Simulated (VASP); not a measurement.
# BiTe (I4/mmm) in VASP: a series of runs

BiTe is run at these levels: r2SCAN; tasks: single point.

All numbers are computed with VASP 6.6.1; they aren't measurements. Logs are shortened: lines on timing, memory, paths and dates and some standing lists are left out, and cuts for length are marked.

## (1) The cell of the first run

Symmetry: I4/mmm, No. 139, tetragonal system. The conventional cell has a = 4.438 Å, b = 4.438 Å, c = 6.373 Å, α = 90.00°, β = 90.00°, γ = 90.00°. Within 4.1 Å of Bi (site symmetry 4/mmm) lie 6 Te at 3.14 to 3.19 Å. Within 4.1 Å of Te (site symmetry 4/mmm) lie 6 Bi at 3.14 to 3.19 Å.

## (2) Single point, r2SCAN (strain -0.030 along x and y, -0.015 along z)

The input, POSCAR:

```
BiTe
1.0
    0.0000000000      3.1379500000      3.1864750000
    3.1379500000      0.0000000000      3.1864750000
    3.1379500000      3.1379500000      0.0000000000
Bi Te
1 1
Direct
    0.0000000000      0.0000000000      0.0000000000
    0.5000000000      0.5000000000      0.5000000000
```

The input, INCAR.step1:

```
SYSTEM = BiTe
PREC = Accurate
ENCUT = 520
ISMEAR = 0
SIGMA = 0.15
LREAL = .False.
LASPH = .True.
NELM = 60
NBANDS = 18
GGA = PE
ALGO = Normal
EDIFF = 1E-4
LWAVE = .True.
LCHARG = .False.
```

The input, INCAR.step2:

```
SYSTEM = BiTe
PREC = Accurate
ENCUT = 520
EDIFF = 1E-7
ISMEAR = 0
SIGMA = 0.15
LREAL = .False.
LASPH = .True.
NELM = 60
ALGO = Normal
ISIF = 2
LWAVE = .False.
LCHARG = .True.
METAGGA = R2SCAN
LMIXTAU = .True.
LELF = .True.
LVHAR = .True.
NBANDS = 18
ISTART = 1
```

The input, KPOINTS:

```
Automatic mesh
0
Gamma
  14 14 14
  0 0 0
```

Potentials or basis: VASP PAW PBE potentials, release 64 (Bi_d, Te).

Command:

```
$ cat potpaw_PBE.64/Bi_d/POTCAR potpaw_PBE.64/Te/POTCAR > POTCAR
$ cp INCAR.step1 INCAR
$ mpirun -np 1 vasp_std > vasp.out
$ cp INCAR.step2 INCAR
$ mpirun -np 1 vasp_std > vasp.out
```

OUTCAR:

```text
SYSTEM = BiTe
   PREC = Accurate
   ENCUT = 520
   EDIFF = 1E-7
   ISMEAR = 0
   LREAL = .False.
   LASPH = .True.
   NELM = 60
   ISIF = 2
   METAGGA = R2SCAN
   ISTART = 1

 ion  position               nearest neighbor table
   1  0.000  0.000  0.000-   2 3.14   2 3.14   2 3.14   2 3.14   2 3.19   2 3.19
   2  0.500  0.500  0.500-   1 3.14   1 3.14   1 3.14   1 3.14   1 3.19   1 3.19

  LATTYP: Found a body centered tetragonal cell.
 ALAT       =     4.4377314480
 C/A-ratio  =     1.4360828443

  Lattice vectors:

 A1 = (  -3.1379500000,   0.0000000000,   3.1864750000)
 A2 = (   3.1379500000,   0.0000000000,   3.1864750000)
 A3 = (   0.0000000000,   3.1379500000,  -3.1864750000)

Analysis of symmetry for initial positions (statically):
=====================================================================
 Subroutine PRICEL returns:
 Original cell was already a primitive cell.

 Routine SETGRP: Setting up the symmetry group for a
 body centered tetragonal supercell.

 Subroutine GETGRP returns: Found 16 space group operations
 (whereof 16 operations were pure point group operations)
 out of a pool of 16 trial point group operations.

The static configuration has the point symmetry D_4h.

Analysis of symmetry for dynamics (positions and initial velocities):
=====================================================================
 Subroutine PRICEL returns:
 Original cell was already a primitive cell.

 Routine SETGRP: Setting up the symmetry group for a
 body centered tetragonal supercell.

 Subroutine GETGRP returns: Found 16 space group operations
 (whereof 16 operations were pure point group operations)
 out of a pool of 16 trial point group operations.

The dynamic configuration has the point symmetry D_4h.

 Subroutine INISYM returns: Found 16 space group operations
 (whereof 16 operations are pure point group operations),
 and found     1 'primitive' translations

----------------------------------------------------------------------------------------

                                     Primitive cell

  volume of cell :      62.7527

  direct lattice vectors                    reciprocal lattice vectors
     0.000000000  3.137950000  3.186475000    -0.159339696  0.159339696  0.156913203
     3.137950000  0.000000000  3.186475000     0.159339696 -0.159339696  0.156913203
     3.137950000  3.137950000  0.000000000     0.159339696  0.159339696 -0.156913203

  length of vectors
     4.472175436  4.472175436  4.437731448     0.274590661  0.274590661  0.274590661

  position of ions in fractional coordinates (direct lattice)
     0.000000000  0.000000000  0.000000000
     0.500000000  0.500000000  0.500000000

  ion indices of the primitive-cell ions
   primitive index   ion index
                 1           1
                 2           2

----------------------------------------------------------------------------------------

 KPOINTS: Automatic mesh

Automatic generation of k-mesh.
 Grid dimensions read from file:
 generate k-points for:   14   14   14

 Generating k-lattice:

  Cartesian coordinates                     Fractional coordinates (reciprocal lattice)
    -0.011381407  0.011381407  0.011208086     0.071428571 -0.000000000  0.000000000
     0.011381407 -0.011381407  0.011208086    -0.000000000  0.071428571  0.000000000
     0.011381407  0.011381407 -0.011208086     0.000000000  0.000000000  0.071428571

  Length of vectors
     0.019613619  0.019613619  0.019613619

  Shift w.r.t. Gamma in fractional coordinates (k-lattice)
     0.000000000  0.000000000  0.000000000

 Subroutine IBZKPT returns following result:
 ===========================================

 Found    244 irreducible k-points:

 Following reciprocal coordinates:
            Coordinates               Weight
  0.000000  0.000000  0.000000      1.000000
  0.071429  0.000000  0.000000      8.000000
  0.142857  0.000000  0.000000      8.000000
  0.214286  0.000000  0.000000      8.000000
  0.285714  0.000000  0.000000      8.000000
  0.357143  0.000000  0.000000      8.000000
[... 16 lines left out ...]
  0.214286  0.142857  0.000000      8.000000
  0.285714  0.142857  0.000000      8.000000
 [... further k-points ...]
   k-points           NKPTS =    244   k-points in BZ     NKDIM =    244   number of bands    NBANDS=     18
   number of dos      NEDOS =    301   number of ions     NIONS =      2
   total plane-waves  NPLWV =  46656
   dimension x,y,z NGX =    36 NGY =   36 NGZ =   36
   dimension x,y,z NGXF=    72 NGYF=   72 NGZF=   72
   ions per type =               1   1
   NGX,Y,Z   is equivalent  to a cutoff of  13.38, 13.38, 13.49 a.u.
   NGXF,Y,Z  is equivalent  to a cutoff of  26.76, 26.76, 26.97 a.u.
 SYSTEM =  BiTe
   PREC   = accura    normal or accurate (medium, high low for compatibility)
   ISTART =      1    job   : 0-new  1-cont  2-samecut
   ICHARG =      0    charge: 1-file 2-atom 10-const
   ISPIN  =      1    spin polarized calculation?
   LNONCOLLINEAR =      F non collinear calculations
   LSORBIT =      F    spin-orbit coupling
   LASPH  =      T    aspherical Exc in radial PAW
   ENCUT  =  520.0 eV  38.22 Ry    6.18 a.u.   8.32  8.32  8.25*2*pi/ulx,y,z
   NELM   =     60;   NELMIN=  2; NELMDL=  0     # of ELM steps
   EDIFF  = 0.1E-06   stopping-criterion for ELM
   LREAL  =      F    real-space projection
   EDIFFG = 0.1E-05   stopping-criterion for IOM
   NSW    =      0    number of steps for IOM
   IBRION =     -1    ionic relax: 0-MD 1-quasi-New 2-CG
   NFREE  =      0    steps in history (QN), initial steepest desc. (CG)
   ISIF   =      2    stress and relaxation
   ISYM   =      2    0-nonsym 1-usesym 2-fastsym
   POTIM  = 0.5000    time-step for ionic-motion
   TEBEG  =    0.0;   TEEND  =   0.0 temperature during run
   PSTRESS=    0.0 pullay stress
   NELECT =      21.0000    total number of electrons
   NUPDOWN=      -1.0000    fix difference up-down
   EMIN   =  10.00;   EMAX   =-10.00  energy-range for DOS
   EFERMI =   0.00;   METHOD = LEGACY
   ISMEAR =     0;   SIGMA  =   0.15  broadening in eV -4-tet -1-fermi 0-gaus
   EFERMI_NEDOS =   21; number of points for ismear=-14 and -15
   IALGO  =     38    algorithm
   IMIX   =      4    mixing-type and parameters
     AMIX     =   0.40;   BMIX     =  1.00
     AMIX_MAG =   1.60;   BMIX_MAG =  1.00
  volume/ion in A,a.u.               =      31.38       211.74
  Fermi-wavevector in a.u.,A,eV,Ry     =   1.136590  2.147843 17.576500  1.291836
  Thomas-Fermi vector in A             =   2.273295
   LORBIT       =      0    0 simple, 1 ext, 2 COOP (PROOUT), +10 PAW based schemes
   METAGGA = R2SCAN    functional components
   LHFCALC =     F    Hartree Fock is set to
   AEXX    =    0.0000 exact exchange contribution
   IVDW    =     0    specifies the selected vdW correction
   LEPSILON=     F    determine dielectric tensor
   LRPA    =     F    only Hartree local field effects (RPA)
 non-spin polarized calculation
 Gauss-broadening in eV      SIGMA  =   0.15
  energy-cutoff  :      520.00
  volume of cell :       62.75
 maximum number of plane-waves:      1717
 NGX is ok and might be reduce to    36
   NGX = 17   NGY = 17   NGZ = 17

 number of electron      21.0000001 magnetization

 Free energy of the ion-electron system (eV)
  ---------------------------------------------------
  ext. energy  EPLUGINS =         0.00000000
  ---------------------------------------------------
  free energy    TOTEN  =       -83.96471586 eV

  energy without entropy =      -83.95084039  energy(sigma->0) =      -83.95777812

 E-fermi :   7.5984     XC(G=0): -10.3708

 val. band max:        7.5913383796   @ k =  -0.1429   0.0000   0.1429
 cond. band min:       7.6055876557   @ k =   0.4286   0.1429   0.0714
 fundamental gap:      0.0142492761
 Fermi energy:         7.5983586593

 k-point     1 :       0.0000    0.0000    0.0000
  band No.  band energies     occupation
      1     -16.3918      2.00000
      2     -16.3804      2.00000
      3     -16.3762      2.00000
      4     -16.3690      2.00000
      5     -16.3690      2.00000
      6      -7.1745      2.00000
[... 10 lines left out ...]
     17      14.3624      0.00000
     18      14.3943      0.00000

 k-point     2 :       0.0714    0.0000    0.0000
  band No.  band energies     occupation
      1     -16.3922      2.00000
      2     -16.3801      2.00000
      3     -16.3764      2.00000
      4     -16.3688      2.00000
      5     -16.3686      2.00000
      6      -7.1214      2.00000
[... 10 lines left out ...]
     17      14.6751      0.00000
     18      14.8101      0.00000

 k-point     3 :       0.1429    0.0000    0.0000
  band No.  band energies     occupation
      1     -16.3932      2.00000
      2     -16.3797      2.00000
      3     -16.3767      2.00000
      4     -16.3682      2.00000
      5     -16.3675      2.00000
      6      -6.9625      2.00000
[... 10 lines left out ...]
     17      15.4798      0.00000
     18      15.8032      0.00000

 k-point     4 :       0.2143    0.0000    0.0000
  band No.  band energies     occupation
      1     -16.3947      2.00000
      2     -16.3805      2.00000
      3     -16.3758      2.00000
      4     -16.3670      2.00000
      5     -16.3657      2.00000
      6      -6.6996      2.00000
[... 375 lines left out ...]
      4     -16.3662      2.00000
      5     -16.3662      2.00000
      6      -6.9057      2.00000
[... 10 lines left out ...]
     17      14.9235      0.00000
     18      15.1060      0.00000

 k-point    23 :       0.2143    0.1429    0.0000
  band No.  band energies     occupation
      1     -16.3906      2.00000
      2     -16.3826      2.00000
      3     -16.3813      2.00000
      4     -16.3649      2.00000
      5     -16.3647      2.00000
      6      -6.7224      2.00000
[... 10 lines left out ...]
     17      15.3687      0.00000
     18      15.5533      0.00000

 k-point    24 :       0.2857    0.1429    0.0000
  band No.  band energies     occupation
      1     -16.3915      2.00000
      2     -16.3846      2.00000
      3     -16.3804      2.00000
      4     -16.3635      2.00000
      5     -16.3627      2.00000
      6      -6.4394      2.00000
[... 10 lines left out ...]
     17      16.3132      0.00000
     18      16.4472      0.00000

 [... further k-points ...]

------------------------ aborting loop because EDIFF is reached ----------------------------------------

  FORCE on cell =-STRESS in cart. coord.  units (eV):
  Direction    XX          YY          ZZ          XY          YZ          ZX
  --------------------------------------------------------------------------------------
  -------------------------------------------------------------------------------------
  Total        2.0111193      2.0111193      1.3802523      0.0000000      0.0000000     -0.0000000
  in kB       51.3470937     51.3470937     35.2400488      0.0000000      0.0000000     -0.0000000
  external PRESSURE =      45.9780787 kB  Pullay stress =       0.0000000 kB

 VOLUME and BASIS-vectors are now :
 -----------------------------------------------------------------------------
  energy-cutoff  :      520.00
  volume of cell :       62.75
      direct lattice vectors                 reciprocal lattice vectors
     0.000000000  3.137950000  3.186475000    -0.159339696  0.159339696  0.156913203
     3.137950000  0.000000000  3.186475000     0.159339696 -0.159339696  0.156913203
     3.137950000  3.137950000  0.000000000     0.159339696  0.159339696 -0.156913203

 POSITION                                       TOTAL-FORCE (eV/Angst)
 -----------------------------------------------------------------------------------
      0.00000      0.00000      0.00000        -0.000000      0.000000     -0.000000
      3.13795      3.13795      3.18648         0.000000     -0.000000      0.000000
 -----------------------------------------------------------------------------------
    total drift:                               -0.000000      0.000000      0.000000

  FREE ENERGIE OF THE ION-ELECTRON SYSTEM (eV)
  ---------------------------------------------------
  free  energy   TOTEN  =       -83.9647158585 eV

  energy  without entropy=      -83.9508403910  energy(sigma->0) =      -83.95777812
```

Wall time 17 min (1 thread of Intel Xeon 8259CL, shared host); peak memory 0.42 GiB.

Results:

| Item | Value |
| --- | --- |
| Free energy | -83.9647 eV |
| Pressure | 4.6 GPa |
| Band gap on the k mesh | zero (an odd number of electrons rules out a gap without spin polarisation) |

Caveat: the cell differs from its parent crystal (strain -0.030 along x and y, -0.015 along z); the cell stands under pressure; the PAW data sets were made with another functional, which shifts forces and pressure a little; spin-orbit coupling is left out, which moves the levels of the heavy elements.

## (3) Single point, r2SCAN (strain -0.030 along x and y, +0.000 along z)

The input, POSCAR:

```
BiTe
1.0
    0.0000000000      3.1379500000      3.2350000000
    3.1379500000      0.0000000000      3.2350000000
    3.1379500000      3.1379500000      0.0000000000
Bi Te
1 1
Direct
    0.0000000000      0.0000000000      0.0000000000
    0.5000000000      0.5000000000      0.5000000000
```

The input, INCAR.step1:

```
PREC = Accurate
ENCUT = 520
ISMEAR = 0
SIGMA = 0.15
LREAL = F
LASPH = T
NELM = 80
NBANDS = 18
GGA = PE
ALGO = Normal
EDIFF = 1E-4
LWAVE = T
LCHARG = F
```

The input, INCAR.step2:

```
PREC = Accurate
ENCUT = 520
EDIFF = 1E-6
ISMEAR = 0
SIGMA = 0.15
LREAL = F
LASPH = T
NELM = 80
ALGO = Normal
ISIF = 2
LWAVE = F
LCHARG = F
METAGGA = R2SCAN
LMIXTAU = T
NBANDS = 18
ISTART = 1
```

The input, KPOINTS:

```
regular mesh
0
Gamma
  14 14 14
```

Potentials or basis: VASP PAW PBE potentials, release 64 (Bi_d, Te).

Command:

```
$ cat potpaw_PBE.64/Bi_d/POTCAR potpaw_PBE.64/Te/POTCAR > POTCAR
$ cp INCAR.step1 INCAR
$ mpirun -np 1 vasp_std > vasp.out
$ cp INCAR.step2 INCAR
$ mpirun -np 1 vasp_std > vasp.out
```

OUTCAR:

```text
PREC = Accurate
   ENCUT = 520
   EDIFF = 1E-6
   ISMEAR = 0
   LREAL = F
   LASPH = T
   NELM = 80
   ISIF = 2
   METAGGA = R2SCAN
   ISTART = 1

 ion  position               nearest neighbor table
   1  0.000  0.000  0.000-   2 3.14   2 3.14   2 3.14   2 3.14   2 3.23   2 3.23
   2  0.500  0.500  0.500-   1 3.14   1 3.14   1 3.14   1 3.14   1 3.23   1 3.23

  LATTYP: Found a body centered tetragonal cell.
 ALAT       =     4.4377314480
 C/A-ratio  =     1.4579521262

[... 691 lines left out ...]

 [... further k-points ...]

------------------------ aborting loop because EDIFF is reached ----------------------------------------

  FORCE on cell =-STRESS in cart. coord.  units (eV):
  Direction    XX          YY          ZZ          XY          YZ          ZX
  --------------------------------------------------------------------------------------
  -------------------------------------------------------------------------------------
  Total        1.8438403      1.8438403      0.6285826      0.0000000     -0.0000000      0.0000000
  in kB       46.3700508     46.3700508     15.8079890      0.0000000     -0.0000000      0.0000000
  external PRESSURE =      36.1826969 kB  Pullay stress =       0.0000000 kB

 VOLUME and BASIS-vectors are now :
 -----------------------------------------------------------------------------
  energy-cutoff  :      520.00
  volume of cell :       63.71
      direct lattice vectors                 reciprocal lattice vectors
     0.000000000  3.137950000  3.235000000    -0.159339696  0.159339696  0.154559505
     3.137950000  0.000000000  3.235000000     0.159339696 -0.159339696  0.154559505
     3.137950000  3.137950000  0.000000000     0.159339696  0.159339696 -0.154559505

 POSITION                                       TOTAL-FORCE (eV/Angst)
 -----------------------------------------------------------------------------------
      0.00000      0.00000      0.00000         0.000000     -0.000000      0.000000
      3.13795      3.13795      3.23500        -0.000000      0.000000      0.000000
 -----------------------------------------------------------------------------------
    total drift:                               -0.000000      0.000000      0.000000

  FREE ENERGIE OF THE ION-ELECTRON SYSTEM (eV)
  ---------------------------------------------------
  free  energy   TOTEN  =       -83.9801212956 eV

  energy  without entropy=      -83.9663656128  energy(sigma->0) =      -83.97324345
```

OUTCAR.step1:

```text
PREC = Accurate
   ENCUT = 520
   ISMEAR = 0
   LREAL = F
   LASPH = T
[... 726 lines left out ...]
 -----------------------------------------------------------------------------------
      0.00000      0.00000      0.00000        -0.000000     -0.000000      0.000000
      3.13795      3.13795      3.23500         0.000000      0.000000     -0.000000
 -----------------------------------------------------------------------------------
    total drift:                               -0.000000      0.000000      0.000000

  FREE ENERGIE OF THE ION-ELECTRON SYSTEM (eV)
  ---------------------------------------------------
  free  energy   TOTEN  =        -7.1067633393 eV

  energy  without entropy=       -7.0926045736  energy(sigma->0) =       -7.09968396
```

Wall time 13 min (1 thread of Intel Xeon 8259CL, shared host); peak memory 0.43 GiB.

What came out:

```
Free energy            : -83.9801 eV
Pressure               : 3.6 GPa
Band gap on the k mesh : zero (an odd number of electrons rules out a gap without spin polarisation)
```

Stress tensor (GPa, compression positive):
```
4.64 0.00 0.00
0.00 4.64 0.00
0.00 0.00 1.58
```

Caveat: the cell differs from its parent crystal (strain -0.030 along x and y, +0.000 along z); the cell stands under pressure; the PAW data sets were made with another functional, which shifts forces and pressure a little; spin-orbit coupling is left out, which moves the levels of the heavy elements.

(Continued in part 2 of 2.)

The gap in the log of VASP goes by the Fermi energy; the results here count the filled bands.